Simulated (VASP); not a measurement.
A run of VASP 6.6.1 is set up as follows.

The input INCAR:

```
SYSTEM = Sr
PREC     = Accurate       ! precision mode
ENCUT    = 520            ! plane-wave cutoff, eV
EDIFF    = 1E-6           ! SCF threshold, eV
ISMEAR   = -1             ! smearing method
SIGMA    = 0.1            ! smearing width, eV
LREAL    = .FALSE.        ! projectors in reciprocal space
LASPH    = .TRUE.         ! aspherical terms in the spheres
NELM     = 60             ! most SCF steps
ALGO     = Normal         ! electronic algorithm
ISIF     = 2              ! what is computed and relaxed
LWAVE    = .FALSE.        ! write WAVECAR
LCHARG   = .FALSE.        ! write CHGCAR
GGA      = PE             ! functional
NBANDS   = 22             ! bands
```

File KPOINTS:

```
Automatic mesh
0
G
  7 7 9
  0 0 0
```

POSCAR

```
Sr
1.0
    5.8362767315      0.0000000000      0.0000000000
   -2.9181383657      5.0543639130      0.0000000000
    0.0000000000      0.0000000000      3.4150607250
Sr
3
Direct
    0.0000000000      0.0000000000      0.0000000000
    0.3333333333      0.6666666667      0.5000000000
    0.6666666667      0.3333333333      0.5000000000
```

Potentials or basis: VASP PAW PBE potentials, release 64 (Sr_sv).

Command:

```console
$ cat potpaw_PBE.64/Sr_sv/POTCAR > POTCAR
$ mpirun -np 1 vasp_std > vasp.out
```

(1) Estimate the band gap on the k mesh.

(2) Estimate the pressure.

## Answers

(1) zero (band 15 reaches 4.17 eV, above the bottom of band 16 at 3.29 eV).

(2) 12.1 GPa.
